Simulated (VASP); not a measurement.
# BaTiO3 (R3m) in VASP: further runs, part 2 of 2

VASP 6.6.1. The steps go on from the part before.

**5. Single point, r2SCAN**

This run uses another cell than the first one, of 13.03 Å³/atom, 1.026 times its volume.

Contents of POSCAR:

```
BaTiO3
1.0
    2.8399483166      1.6396449251      2.3312785423
   -2.8399483166      1.6396449251      2.3312785423
    0.0000000000     -3.2792898502      2.3312785423
Ba Ti O
1 1 3
Direct
    0.0012626313      0.0012626313      0.0012626313
    0.5147192493      0.5147192493      0.5147192493
    0.4882359353      0.9786472489      0.4882359353
    0.4882359353      0.4882359353      0.9786472489
    0.9786472489      0.4882359353      0.4882359353
```

Contents of INCAR.step1:

```
SYSTEM = BaTiO3
ALGO = Normal
EDIFF = 1E-4
ENCUT = 520
GGA = PE
ISMEAR = 0
LASPH = .TRUE.
LCHARG = .FALSE.
LREAL = .FALSE.
LWAVE = .TRUE.
NBANDS = 28
NELM = 80
PREC = Accurate
SIGMA = 0.01
```

Contents of INCAR.step2:

```
SYSTEM = BaTiO3
ALGO = Normal
EDIFF = 1E-6
ENCUT = 520
ISIF = 2
ISMEAR = 0
ISTART = 1
LASPH = .TRUE.
LCHARG = .TRUE.
LELF = .TRUE.
LMIXTAU = .TRUE.
LREAL = .FALSE.
LVHAR = .TRUE.
LWAVE = .FALSE.
METAGGA = R2SCAN
NBANDS = 28
NELM = 80
PREC = Accurate
SIGMA = 0.01
```

Contents of KPOINTS:

```
k-points
0
G
  6 6 6
  0 0 0
```

The run is started by

```sh
> cat potpaw_PBE.64/Ba_sv/POTCAR potpaw_PBE.64/Ti_sv/POTCAR potpaw_PBE.64/O/POTCAR > POTCAR
> cp INCAR.step1 INCAR
> mpirun -np 1 vasp_std > vasp.out
> cp INCAR.step2 INCAR
> mpirun -np 1 vasp_std > vasp.out
```

Run time: 7 min. Hardware: 1 thread of Intel Xeon 8259CL, shared host; peak memory 0.21 GiB.

The run converged. Its results:

| Quantity | Value |
| --- | --- |
| Free energy | -74.2683 eV |
| Pressure | 1.9 GPa |
| Largest force | 0.175 eV/Å |
| Band gap on the k mesh | 2.85 eV, indirect (least direct gap 3.31 eV) |

Forces in eV/Å, atoms in the order of the input:
```
Ba   0.000  0.000 -0.031
Ti   0.000  0.000 -0.175
O   -0.065  0.038  0.069
O    0.000 -0.075  0.069
O    0.065  0.038  0.069
```

Stress tensor (GPa, compression positive):
```
1.98 0.00 0.00
0.00 1.98 0.00
0.00 0.00 1.84
```

Levels at points of the mesh, in eV from the valence-band top:
```csv
k point,band 16,band 17,band 18,band 19,band 20,band 21,band 22,band 23,band 24,band 25
"(0.00, 0.00, 0.00)",-1.35,-1.07,-0.58,-0.46,-0.46,2.85,2.85,2.99,4.80,4.80
"(0.50, 0.00, 0.00)",-2.07,-1.68,-1.58,-1.01,-0.89,3.01,4.14,4.26,4.76,6.48
"(0.50, 0.50, 0.00)",-2.66,-1.66,-0.91,-0.86,-0.09,4.23,4.23,4.58,5.36,8.16
"(0.50, 0.50, 0.50)",-2.41,-2.36,-0.02,-0.02,0.00,4.67,4.85,4.85,7.18,7.18
```

Caveat: the PAW data sets were made with another functional, which shifts forces and pressure a little; spin-orbit coupling is left out, which moves the levels of the heavy elements. r2SCAN opens gaps a little over a GGA but as a rule still falls short of measured ones.

**6. Relaxation of cell and atoms, PBE**

This run uses another cell than the first one, of 13.13 Å³/atom, 1.034 times its volume.

Contents of INCAR:

```
ALGO = Normal ; EDIFF = 1E-6
EDIFFG = -0.005 ; ENCUT = 600
GGA = PE ; IBRION = 2
ISIF = 3 ; ISMEAR = -1
LASPH = T ; LCHARG = F
LREAL = F ; LWAVE = F
NELM = 60 ; NSW = 80
PREC = Accurate ; SIGMA = 0.02
```

Contents of KPOINTS:

```
k-points
0
Gamma
  6 6 6
```

Contents of POSCAR:

```
BaTiO3
1.0
    2.8482561214      1.6444414384      2.3355603327
   -2.8482561214      1.6444414384      2.3355603327
    0.0000000000     -3.2888828769      2.3355603327
Ba Ti O
1 1 3
Direct
    0.0001460400      0.0001460400      0.0001460400
    0.5133377100      0.5133377100      0.5133377100
    0.4889503100      0.9797166300      0.4889503100
    0.4889503100      0.4889503100      0.9797166300
    0.9797166300      0.4889503100      0.4889503100
```

Potentials or basis: VASP PAW PBE potentials, release 64 (Ba_sv, Ti_sv, O).

The run is started by

```sh
> cat potpaw_PBE.64/Ba_sv/POTCAR potpaw_PBE.64/Ti_sv/POTCAR potpaw_PBE.64/O/POTCAR > POTCAR
> mpirun -np 1 vasp_std > vasp.out
```

Run time: 8 min. Hardware: 1 thread of Intel Xeon 8259CL, shared host; peak memory 0.24 GiB.

It converged, with:

| Property | Result |
| --- | --- |
| Free energy | -40.0627 eV |
| Relaxed volume | 13.52 Å³/atom |
| Relaxed cell | a = 4.074 Å, b = 4.074 Å, c = 4.074 Å, α = 89.69°, β = 89.69°, γ = 89.69° |
| Space group after relaxing (to 0.05 Å) | R3m (No. 160) |
| Energy gained by relaxing | 3.7 meV/atom |
| Ionic steps | 14 |
| Pressure after relaxing | 0.0 GPa |
| Largest force after relaxing | 0.004 eV/Å |
| Band gap on the k mesh | 2.58 eV, indirect (least direct gap 3.13 eV) |

Forces in eV/Å, atoms in the order of the input:
```
Ba   0.000  0.000 -0.004
Ti   0.000  0.000 -0.001
O    0.000  0.000  0.002
O    0.000  0.000  0.002
O    0.000  0.000  0.002
```

The path:
| step | energy change (eV) | largest force (eV/Å) | pressure (GPa) | volume (Å³) |
| --- | --- | --- | --- | --- |
| 1 | 0.0000 | 0.0592 | 2.89 | 65.64 |
| 2 | -0.0030 | 0.3685 | -2.38 | 67.91 |
| 3 | -0.0109 | 0.2286 | -0.04 | 66.85 |
| 4 | -0.0148 | 0.1570 | -0.01 | 67.08 |
| 5 | -0.0176 | 0.0780 | 0.17 | 67.48 |
| 6 | -0.0181 | 0.0577 | -0.31 | 67.74 |
| 7 | -0.0181 | 0.0573 | -0.30 | 67.74 |
| 8 | -0.0185 | 0.0340 | -0.01 | 67.65 |
| 9 | -0.0185 | 0.0389 | 0.03 | 67.63 |
| 10 | -0.0186 | 0.0099 | -0.05 | 67.64 |
| 11 | -0.0186 | 0.0066 | -0.05 | 67.64 |
| 12 | -0.0186 | 0.0062 | 0.03 | 67.60 |
| 13 | -0.0186 | 0.0064 | 0.01 | 67.61 |
| 14 | -0.0186 | 0.0038 | 0.00 | 67.61 |

Final structure:
```xyz
5
Lattice="2.8729 1.6587 2.3646 -2.8729 1.6587 2.3646 0.0000 -3.3174 2.3646" Properties=species:S:1:pos:R:3 pbc="T T T"
Ba    0.0000    0.0000    0.0207
Ti    0.0000    0.0000    3.6744
O    -1.4036    0.8104    4.6115
O     0.0000   -1.6208    4.6115
O     1.4036    0.8104    4.6115
```

Levels at points of the mesh, in eV from the valence-band top:
```tsv
k point	band 17	band 18	band 19	band 20	band 21	band 22	band 23	band 24
(0.00, 0.00, 0.00)	-0.97	-0.70	-0.55	-0.55	2.58	2.58	2.75	4.44
(0.50, 0.00, 0.00)	-1.60	-1.51	-1.05	-0.88	2.73	3.69	3.84	4.40
(0.50, 0.50, 0.00)	-1.58	-0.92	-0.84	-0.09	3.78	3.79	4.09	4.82
(0.50, 0.50, 0.50)	-2.33	-0.03	-0.03	0.00	4.11	4.34	4.34	6.34
```

Caveat: spin-orbit coupling is left out, which moves the levels of the heavy elements. As with any semilocal functional, this PBE gap is likely too small.

**7. The runs side by side**

```csv
task,level,cell,cutoff (eV),smearing,gap on the mesh (eV),pressure (GPa),largest force (eV/Å)
single point,PBEsol,"a = 3.989 Å, angles 89.9°, 5 atoms",520,fermi-dirac 0.02 eV,2.26,1.9,0.06
single point,PBE,"a = 4.024 Å, angles 89.8°, 5 atoms",520,fermi-dirac 0.02 eV,2.46,4.9,0.13
single point,r2SCAN,"a = 4.024 Å, angles 89.8°, 5 atoms",520,fermi-dirac 0.02 eV,2.85,1.9,0.18
single point,r2SCAN,"a = 4.024 Å, angles 89.8°, 5 atoms",520,gaussian 0.01 eV,2.85,1.9,0.18
relaxation of cell and atoms,PBE,"relaxed from a = 4.034 Å, angles 89.8°, 5 atoms",600,fermi-dirac 0.02 eV,2.58,0.0,-
```

Alike in all rows: potentials or basis VASP PAW PBE potentials, release 64 (Ba_sv, Ti_sv, O); no spin polarisation; k mesh 6 × 6 × 6.

Caveats: spin-orbit coupling is left out, which moves the levels of the heavy elements; the PAW data sets were made with another functional, which shifts forces and pressure a little (some runs).

Absolute energies hang on the potentials; compare differences alone.
